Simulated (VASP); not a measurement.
# ZnS in VASP: notebook, part 2 of 2

VASP 6.6.1. The steps go on from the part before.

**3. Single point, PBE**

INCAR reads:

```
  PREC = Accurate
  ENCUT = 520
  EDIFF = 1E-6
  ISMEAR = 0
  SIGMA = 0.02
  LREAL = F
  LASPH = T
  NELM = 60
  ALGO = Normal
  ISIF = 2
  LWAVE = F
  LCHARG = F
  LDIPOL = T
  IDIPOL = 3
  DIPOL = 0.5 0.5 0.289
  GGA = PE
  NBANDS = 26
```

KPOINTS reads:

```
Automatic mesh
0
Gamma
  8 8 1
```

POSCAR reads:

```
ZnS
1.0
    3.5064574177      0.0000000000      0.0000000000
    0.0000000000      3.5064574177      0.0000000000
    0.0000000000      0.0000000000     29.3724558400
Zn S
2 2
Direct
    0.5000000000      0.0000000000      0.2550402660
    0.0000000000      0.5000000000      0.3237332656
    0.0000000000      0.5000000000      0.2406890671
    0.5000000000      0.0000000000      0.3380844645
```

Potentials or basis: VASP PAW PBE potentials, release 64 (Zn, S).

Started as:

```bash
> cat potpaw_PBE.64/Zn/POTCAR potpaw_PBE.64/S/POTCAR > POTCAR
> mpirun -np 1 vasp_std > vasp.out
```

OUTCAR:

```text
PREC = Accurate
   ENCUT = 520
   EDIFF = 1E-6
   ISMEAR = 0
   LREAL = F
   LASPH = T
   NELM = 60
   ISIF = 2
   GGA = PE

 ion  position               nearest neighbor table
   1  0.500  0.000  0.255-   4 2.44   3 2.52   3 2.52   3 2.52   3 2.52
   2  0.000  0.500  0.324-   3 2.44   4 2.52   4 2.52   4 2.52   4 2.52
   3  0.000  0.500  0.241-   2 2.44   1 2.52   1 2.52   1 2.52   1 2.52
   4  0.500  0.000  0.338-   1 2.44   2 2.52   2 2.52   2 2.52   2 2.52

  LATTYP: Found a simple tetragonal cell.
 ALAT       =     3.5064574177
 C/A-ratio  =     8.3766754707

  Lattice vectors:

 A1 = (   3.5064574177,   0.0000000000,   0.0000000000)
 A2 = (   0.0000000000,   3.5064574177,   0.0000000000)
 A3 = (   0.0000000000,   0.0000000000,  29.3724558400)

Analysis of symmetry for initial positions (statically):
=====================================================================
 Subroutine PRICEL returns:
 Original cell was already a primitive cell.

 Routine SETGRP: Setting up the symmetry group for a
 simple tetragonal supercell.

 Subroutine GETGRP returns: Found 16 space group operations
 (whereof  4 operations were pure point group operations)
 out of a pool of 16 trial point group operations.

The static configuration has the point symmetry C_2v.
 The point group associated with its full space group is D_4h.

Analysis of symmetry for dynamics (positions and initial velocities):
=====================================================================
 Subroutine PRICEL returns:
 Original cell was already a primitive cell.

 Routine SETGRP: Setting up the symmetry group for a
 simple tetragonal supercell.

 Subroutine GETGRP returns: Found 16 space group operations
 (whereof  4 operations were pure point group operations)
 out of a pool of 16 trial point group operations.

The dynamic configuration has the point symmetry C_2v.
 The point group associated with its full space group is D_4h.

 Subroutine INISYM returns: Found 16 space group operations
 (whereof  4 operations are pure point group operations),
 and found     1 'primitive' translations

----------------------------------------------------------------------------------------

                                     Primitive cell

  volume of cell :     361.1415

  direct lattice vectors                    reciprocal lattice vectors
     3.506457418  0.000000000  0.000000000     0.285188120  0.000000000  0.000000000
     0.000000000  3.506457418  0.000000000     0.000000000  0.285188120  0.000000000
     0.000000000  0.000000000 29.372455840     0.000000000  0.000000000  0.034045502

  length of vectors
     3.506457418  3.506457418 29.372455840     0.285188120  0.285188120  0.034045502

  position of ions in fractional coordinates (direct lattice)
     0.500000000  0.000000000  0.255040266
     0.000000000  0.500000000  0.323733266
     0.000000000  0.500000000  0.240689067
     0.500000000  0.000000000  0.338084464

  ion indices of the primitive-cell ions
   primitive index   ion index
                 1           1
                 2           2
                 3           3
                 4           4

----------------------------------------------------------------------------------------
[... 39 lines left out ...]
  0.375000  0.375000  0.000000      4.000000
  0.500000  0.375000  0.000000      4.000000
  0.500000  0.500000  0.000000      1.000000
   k-points           NKPTS =     15   k-points in BZ     NKDIM =     15   number of bands    NBANDS=     26
   number of dos      NEDOS =    301   number of ions     NIONS =      4
   total plane-waves  NPLWV = 175616
   dimension x,y,z NGX =    28 NGY =   28 NGZ =  224
   dimension x,y,z NGXF=    56 NGYF=   56 NGZF=  448
   ions per type =               2   2
   NGX,Y,Z   is equivalent  to a cutoff of  13.28, 13.28, 12.68 a.u.
   NGXF,Y,Z  is equivalent  to a cutoff of  26.55, 26.55, 25.36 a.u.
 SYSTEM =  unknown system
   PREC   = accura    normal or accurate (medium, high low for compatibility)
   ISTART =      0    job   : 0-new  1-cont  2-samecut
   ICHARG =      2    charge: 1-file 2-atom 10-const
   ISPIN  =      1    spin polarized calculation?
   LNONCOLLINEAR =      F non collinear calculations
   LSORBIT =      F    spin-orbit coupling
   LASPH  =      T    aspherical Exc in radial PAW
   ENCUT  =  520.0 eV  38.22 Ry    6.18 a.u.   6.52  6.52 54.61*2*pi/ulx,y,z
   NELM   =     60;   NELMIN=  2; NELMDL= -5     # of ELM steps
   EDIFF  = 0.1E-05   stopping-criterion for ELM
   LREAL  =      F    real-space projection
   EDIFFG = 0.1E-04   stopping-criterion for IOM
   NSW    =      0    number of steps for IOM
   IBRION =     -1    ionic relax: 0-MD 1-quasi-New 2-CG
   NFREE  =      0    steps in history (QN), initial steepest desc. (CG)
   ISIF   =      2    stress and relaxation
   ISYM   =      2    0-nonsym 1-usesym 2-fastsym
   POTIM  = 0.5000    time-step for ionic-motion
   TEBEG  =    0.0;   TEEND  =   0.0 temperature during run
   PSTRESS=    0.0 pullay stress
   NELECT =      36.0000    total number of electrons
   NUPDOWN=      -1.0000    fix difference up-down
   EMIN   =  10.00;   EMAX   =-10.00  energy-range for DOS
   EFERMI =   0.00;   METHOD = LEGACY
   ISMEAR =     0;   SIGMA  =   0.02  broadening in eV -4-tet -1-fermi 0-gaus
   EFERMI_NEDOS =   21; number of points for ismear=-14 and -15
   IALGO  =     38    algorithm
   IMIX   =      4    mixing-type and parameters
     AMIX     =   0.40;   BMIX     =  1.00
     AMIX_MAG =   1.60;   BMIX_MAG =  1.00
  volume/ion in A,a.u.               =      90.29       609.28
  Fermi-wavevector in a.u.,A,eV,Ry     =   0.759072  1.434439  7.839553  0.576191
  Thomas-Fermi vector in A             =   1.857785
   LORBIT       =      0    0 simple, 1 ext, 2 COOP (PROOUT), +10 PAW based schemes
   GGA     = PE    functional components
   LHFCALC =     F    Hartree Fock is set to
   AEXX    =    0.0000 exact exchange contribution
   IVDW    =     0    specifies the selected vdW correction
   LEPSILON=     F    determine dielectric tensor
   LRPA    =     F    only Hartree local field effects (RPA)
 non-spin polarized calculation
 Gauss-broadening in eV      SIGMA  =   0.02
  energy-cutoff  :      520.00
  volume of cell :      361.14
 maximum number of plane-waves:      9837
 NGX is ok and might be reduce to    28
   NGX = 13   NGY = 13   NGZ =109

 dipolmoment           0.000000      0.000000     -0.000010 electrons x Angstroem

 number of electron      36.0000030 magnetization

 dipolmoment           0.000000      0.000000      0.000008 electrons x Angstroem

 Free energy of the ion-electron system (eV)
  ---------------------------------------------------
  ext. energy  EPLUGINS =         0.00000000
  ---------------------------------------------------
  free energy    TOTEN  =       -12.26143972 eV

  energy without entropy =      -12.26143972  energy(sigma->0) =      -12.26143972

 E-fermi :  -3.4990     XC(G=0):  -2.4340

 val. band max:       -3.6518862324   @ k =   0.5000   0.0000   0.0000
 cond. band min:      -2.9991910781   @ k =   0.5000   0.5000   0.0000
 fundamental gap:      0.6526951543
 Fermi energy:        -3.4990188506

 k-point     1 :       0.0000    0.0000    0.0000
  band No.  band energies     occupation
      1     -17.1937      2.00000
      2     -16.2783      2.00000
      3     -10.3023      2.00000
      4     -10.1295      2.00000
      5     -10.1094      2.00000
      6     -10.1054      2.00000
[... 424 lines left out ...]
     25       5.3189      0.00000
     26       5.3189      0.00000

------------------------ aborting loop because EDIFF is reached ----------------------------------------

 vacuum level on the upper side and lower side of the slab       (xc-potential included)        -0.007        -0.007

  FORCE on cell =-STRESS in cart. coord.  units (eV):
  Direction    XX          YY          ZZ          XY          YZ          ZX
  --------------------------------------------------------------------------------------
  -------------------------------------------------------------------------------------
  Total        0.0109544      0.0109544     -0.0383712      0.0000000      0.0000000      0.0000000
  in kB        0.0485982      0.0485982     -0.1702310      0.0000000      0.0000000      0.0000000
  external PRESSURE =      -0.0243449 kB  Pullay stress =       0.0000000 kB

 VOLUME and BASIS-vectors are now :
 -----------------------------------------------------------------------------
  energy-cutoff  :      520.00
  volume of cell :      361.14
      direct lattice vectors                 reciprocal lattice vectors
     3.506457418  0.000000000  0.000000000     0.285188120  0.000000000  0.000000000
     0.000000000  3.506457418  0.000000000     0.000000000  0.285188120  0.000000000
     0.000000000  0.000000000 29.372455840     0.000000000  0.000000000  0.034045502

 POSITION                                       TOTAL-FORCE (eV/Angst)
 -----------------------------------------------------------------------------------
      1.75323      0.00000      7.49116         0.000000     -0.000000      0.022242
      0.00000      1.75323      9.50884        -0.000000      0.000000     -0.022242
      0.00000      1.75323      7.06963        -0.000000     -0.000000     -0.007546
      1.75323      0.00000      9.93037        -0.000000     -0.000000      0.007546
 -----------------------------------------------------------------------------------
    total drift:                                0.000000      0.000000     -0.000148

  FREE ENERGIE OF THE ION-ELECTRON SYSTEM (eV)
  ---------------------------------------------------
  free  energy   TOTEN  =       -12.2614397191 eV

  energy  without entropy=      -12.2614397191  energy(sigma->0) =      -12.26143972

 vacuum level on the upper side and lower side of the slab         1.713         1.713
```

OSZICAR:

```text
N       E                     dE             d eps       ncg     rms          rms(c)
DAV:   1     0.222215129723E+03    0.22222E+03   -0.13838E+04   788   0.109E+03
DAV:   2     0.162895068653E+02   -0.20593E+03   -0.19857E+03   984   0.244E+02
DAV:   3    -0.122573102317E+02   -0.28547E+02   -0.27811E+02   944   0.895E+01
[... 12 lines left out ...]
DAV:  16    -0.122614046503E+02   -0.31858E-04   -0.27421E-06   736   0.137E-02    0.260E-03
DAV:  17    -0.122614251938E+02   -0.20544E-04   -0.10944E-06   742   0.549E-03    0.329E-03
DAV:  18    -0.122614303343E+02   -0.51405E-05   -0.74712E-08   724   0.282E-03    0.123E-03
DAV:  19    -0.122614388347E+02   -0.85004E-05   -0.26457E-07   648   0.208E-03    0.203E-03
DAV:  20    -0.122614397191E+02   -0.88437E-06   -0.37377E-08   728   0.266E-03
   1 F= -.12261440E+02 E0= -.12261440E+02  d E =-.298996E-28
```

stdout:

```text
POSCAR found type information on POSCAR ZnS
 POSCAR found :  2 types and       4 ions
 scaLAPACK will be used
 LDA part: xc-table for (Slater+PW92), standard interpolation
 POSCAR, INCAR and KPOINTS ok, starting setup
 FFT: planning ... GRIDC
 FFT: planning ... GRID_SOFT
 FFT: planning ... GRID
 WAVECAR not read
 entering main loop
```

Run time: 98 s. Hardware: 1 thread of Intel Xeon 6975P-C (Granite Rapids), shared host; peak memory 0.48 GiB.

Results:

* Free energy: -12.2614 eV
* Largest force: 0.022 eV/Å
* Band gap on the k mesh: 0.65 eV, indirect (least direct gap 2.24 eV)

Forces in eV/Å, atoms in the order of the input:
```
Zn   0.000  0.000  0.022
Zn   0.000  0.000 -0.022
S    0.000  0.000 -0.008
S    0.000  0.000  0.008
```

Levels at points of the mesh, in eV from the valence-band top:
```
           k point  band 14  band 15  band 16  band 17  band 18  band 19  band 20  band 21  band 22  band 23
(0.00, 0.00, 0.00)    -1.97    -1.97    -1.35    -0.93    -0.93     1.31     1.65     4.72     5.02     5.44
(0.50, 0.00, 0.00)    -5.08    -1.82    -1.82     0.00     0.00     4.26     4.26     5.49     5.49     6.30
(0.50, 0.50, 0.00)    -4.85    -3.20    -3.20    -2.52    -2.52     0.65     0.65     5.69     5.69     7.38
```
